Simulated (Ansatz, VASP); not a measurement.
# Two plane-wave programs on SiC20

INCAR

```
PREC = Accurate
ENCUT = 520
EDIFF = 1E-6
ISMEAR = 0
SIGMA = 0.1
LREAL = F
LASPH = T
NELM = 120
ALGO = Normal
ISIF = 2
LWAVE = F
LCHARG = F
LDIPOL = T
IDIPOL = 3
DIPOL = 0.5 0.5 0.304
GGA = PE
IVDW = 12
NBANDS = 58
GGA_COMPAT = F
NELMDL = -8
```

The input KPOINTS:

```
Automatic mesh
0
Gamma
  6 4 1
```

Contents of POSCAR:

```
SiC20
1.0
    4.9300510483      0.0000000000      0.0000000000
   -1.2325127621      7.0736882673      0.0000000000
    0.0000000000      0.0000000000     22.1293523549
C Si
20 1
Direct
    0.3858166895      0.5432667578      0.1807554029
    0.8858166895      0.5432667578      0.1807554029
    0.2722014076      0.0888056305      0.2267404590
    0.7722014076      0.0888056305      0.2267404590
    0.4009962183      0.6039848731      0.2420688497
    0.9009962183      0.6039848731      0.2420688497
    0.0297911243      0.1191644973      0.2573972018
    0.5297911243      0.1191644973      0.2573972018
    0.1585861258      0.6343445031      0.2727255152
    0.6585861258      0.6343445031      0.2727255152
    0.0461074868      0.1844301691      0.3199090572
    0.5461074868      0.1844301691      0.3199090572
    0.1537589873      0.6150359018      0.3368154657
    0.6537589873      0.6150359018      0.3368154657
    0.3084764848      0.2339064522      0.3480645378
    0.8084764848      0.2339064522      0.3480645378
    0.3880568074      0.5522270554      0.3629961795
    0.8880568074      0.5522270554      0.3629961795
    0.3445502047      0.3782016492      0.3944694004
    0.8445502047      0.3782016492      0.3944694004
    0.5945502047      0.8782016492      0.5074415272
```

Input for Ansatz:

```yaml
crystal:
  lattice:
    - [4.9300510483, 0.0, 0.0]
    - [-1.2325127621, 7.0736882673, 0.0]
    - [0.0, 0.0, 22.1293523549]
  atoms:
    - { symbol: C, position: [0.3858166895, 0.5432667578, 0.1807554029] }
    - { symbol: C, position: [0.8858166895, 0.5432667578, 0.1807554029] }
    - { symbol: C, position: [0.2722014076, 0.0888056305, 0.226740459] }
    - { symbol: C, position: [0.7722014076, 0.0888056305, 0.226740459] }
    - { symbol: C, position: [0.4009962183, 0.6039848731, 0.2420688497] }
    - { symbol: C, position: [0.9009962183, 0.6039848731, 0.2420688497] }
    - { symbol: C, position: [0.0297911243, 0.1191644973, 0.2573972018] }
    - { symbol: C, position: [0.5297911243, 0.1191644973, 0.2573972018] }
    - { symbol: C, position: [0.1585861258, 0.6343445031, 0.2727255152] }
    - { symbol: C, position: [0.6585861258, 0.6343445031, 0.2727255152] }
    - { symbol: C, position: [0.0461074868, 0.1844301691, 0.3199090572] }
    - { symbol: C, position: [0.5461074868, 0.1844301691, 0.3199090572] }
    - { symbol: C, position: [0.1537589873, 0.6150359018, 0.3368154657] }
    - { symbol: C, position: [0.6537589873, 0.6150359018, 0.3368154657] }
    - { symbol: C, position: [0.3084764848, 0.2339064522, 0.3480645378] }
    - { symbol: C, position: [0.8084764848, 0.2339064522, 0.3480645378] }
    - { symbol: C, position: [0.3880568074, 0.5522270554, 0.3629961795] }
    - { symbol: C, position: [0.8880568074, 0.5522270554, 0.3629961795] }
    - { symbol: C, position: [0.3445502047, 0.3782016492, 0.3944694004] }
    - { symbol: C, position: [0.8445502047, 0.3782016492, 0.3944694004] }
    - { symbol: Si, position: [0.5945502047, 0.8782016492, 0.5074415272] }
basis:
  ecutwfc: 420
kpoints:
  mp_grid: { grid: [6, 4, 1] }
hamiltonian:
  xc: pbe
  pseudopotentials: { kind: paw, azcp: { folder: soft_1 } }
  dispersion: d3bj
scf:
  occupations: { method: gaussian, width: 0.1 }
output:
  forces: true
  eigenvalues: true
efield:
  axis: 3
  dipole_correction: true
  ramp_width: 0.04
```

Alike in both runs: task single point; functional PBE; dispersion D3(BJ); k mesh 6 × 4 × 1; occupations gaussian, width 0.1 eV; no spin polarisation.

```csv
,VASP,Ansatz
version,VASP 6.6.1,Ansatz 0.2.0
potentials or method,"VASP PAW PBE potentials, release 64 (C, Si), cutoff 520 eV","scalar-relativistic, plane waves, PAW"
valence electrons in the cell,84,84
```

|  | VASP | Ansatz | Ansatz less VASP |
| --- | --- | --- | --- |
| gap on the k mesh at the Fermi level (eV) | none | none | - |
| rms of the force components (eV/Å) | 0.742 | 0.754 | +0.0112 |

Atom by atom the forces differ by 0.021 eV/Å (rms over components). A gap of «none» marks a metal or a gap that the smearing closes. Ansatz's warnings: vacuum below fermi.
